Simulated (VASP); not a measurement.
Set up this calculation in VASP 6.6.1, as the native input.

```
Task                   : relaxation of cell and atoms
Functional             : PBE
Potentials or basis    : VASP PAW PBE potentials, release 64 (Al, Ga_d, Sb)
Cutoff                 : 600 eV
k mesh                 : 6 × 6 × 2
Occupations            : gaussian, width 0.1 eV
Spin                   : no spin polarisation
Dipole correction      : no
Further INCAR settings : ALGO = Normal; EDIFF = 1e-07; IBRION = 2; EDIFFG = -0.04; NSW = 90; ISIF = 3
```

The structure of Al2GaSb3 lies in POSCAR:

```
Al2GaSb3
1.0
    4.5781296000      0.0000000000      0.0000000000
   -2.2890648000      3.9647765400      0.0000000000
    0.0000000000      0.0000000000      7.5837140800
Al Ga Sb
2 1 3
Direct
    0.3333333300      0.6666666700      0.7304869300
    0.3333333300      0.6666666700      0.2618563500
    0.0000000000      0.0000000000      0.5356180700
    0.6666666700      0.3333333300      0.4778144100
    0.6666666700      0.3333333300      0.0445462900
    0.0000000000      0.0000000000      0.9496769900
```

The cell was built from a structure type or drawn by symmetry, and may not be a known phase.

The input as run:

INCAR

```
SYSTEM = Al2GaSb3
PREC = Accurate ; ENCUT = 600
EDIFF = 1E-7 ; ISMEAR = 0
SIGMA = 0.1 ; LREAL = .False.
LASPH = .True. ; NELM = 60
ALGO = Normal ; ISIF = 3
LWAVE = .False. ; LCHARG = .False.
GGA = PE ; IBRION = 2
NSW = 90 ; EDIFFG = -0.04
```

KPOINTS

```
Automatic mesh
0
Gamma
  6 6 2
  0 0 0
```

Potentials or basis: VASP PAW PBE potentials, release 64 (Al, Ga_d, Sb).

The run is started by

```console
$ cat potpaw_PBE.64/Al/POTCAR potpaw_PBE.64/Ga_d/POTCAR potpaw_PBE.64/Sb/POTCAR > POTCAR
$ mpirun -np 1 vasp_std > vasp.out
```

Results of the run:

```
Relaxed volume                        : 23.30 Å³/atom
Relaxed cell                          : a = 4.918 Å, b = 4.918 Å, c = 6.676 Å, α = 90.00°, β = 90.00°, γ = 120.00°
Space group after relaxing (to 0.1 Å) : P3m1 (No. 156)
Energy gained by relaxing             : 301.9 meV/atom
Ionic steps                           : 34
Pressure after relaxing               : 0.1 GPa
Largest force after relaxing          : 0.026 eV/Å
```

Caveat: the k points lie up to 0.47 Å⁻¹ apart in the final cell; the highest band is partly filled, so the run has too few bands.

Wall time 40 min on 1 thread of Intel Xeon 8259CL, on a shared host, peak memory 0.36 GiB.
